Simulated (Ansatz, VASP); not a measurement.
Two plane-wave programs on Ta

Contents of POSCAR:

```
Ta
1.0
    0.0000000000      2.8998653517      2.8998653517
    2.8998653517      0.0000000000      2.8998653517
    2.8998653517      2.8998653517      0.0000000000
Ta
2
Direct
    0.1250000000      0.1250000000      0.1250000000
    0.8750000000      0.8750000000      0.8750000000
```

INCAR.step1

```
ALGO = Normal
EDIFF = 1E-4
ENCUT = 600
GGA = PE
ISMEAR = -1
LASPH = True
LCHARG = False
LREAL = False
LWAVE = True
NELM = 100
PREC = Accurate
SIGMA = 0.1
```

The input INCAR.step2:

```
ALGO = Normal
EDIFF = 1E-7
EDIFFG = -0.01
ENCUT = 600
IBRION = 2
ISIF = 3
ISMEAR = -1
ISTART = 1
LASPH = True
LCHARG = False
LMIXTAU = True
LREAL = False
LWAVE = False
METAGGA = R2SCAN
NELM = 100
NSW = 80
PREC = Accurate
SIGMA = 0.1
```

The input KPOINTS:

```
k-points
0
Gamma
  9 9 9
```

Input for Ansatz:

```yaml
crystal:
  lattice:
    - [0.0, 2.8998653517, 2.8998653517]
    - [2.8998653517, 0.0, 2.8998653517]
    - [2.8998653517, 2.8998653517, 0.0]
  atoms:
    - { symbol: Ta, position: [0.125, 0.125, 0.125] }
    - { symbol: Ta, position: [0.875, 0.875, 0.875] }
hamiltonian:
  xc: r2scan
  pseudopotentials:
    kind: paw
    azcp:
      Ta: "pseudopotentials/Ta.paw.azcp"
basis:
  ecutwfc: 500
  fft_grid_basis: typed
kpoints:
  mp_grid: { grid: [9, 9, 9], shift: [0, 0, 0] }
magnetization:
  spin_polarized: false
scf:
  occupations: { method: fermi_dirac, width: 0.1 }
relax:
  max_steps: 60
  f_tol: 0.01
  cell: {}
```

Alike in both runs: task relaxation of cell and atoms; functional r2SCAN; k mesh 9 × 9 × 9; occupations fermi-dirac, width 0.1 eV; no spin polarisation.

```csv
,VASP,Ansatz
version,VASP 6.6.1,Ansatz 0.2.0
potentials or method,"VASP PAW PBE potentials, release 64 (Ta_pv), cutoff 600 eV","plane waves (500 eV) with PAW, scalar-relativistic"
valence electrons in the cell,22,26
```

```tsv
	VASP	Ansatz	Ansatz less VASP
relaxed volume (Å³/atom)	27.92	27.81	-0.111
relaxed cell length with the largest relative difference (Å)	4.291	4.285	-0.0057
```

VASP's potentials were made for PBE, not for r2SCAN. VASP's potentials hold 22 valence electrons a cell and Ansatz's 26, so a difference there can come from the potentials and not from the codes.

Spin-orbit coupling is off throughout.
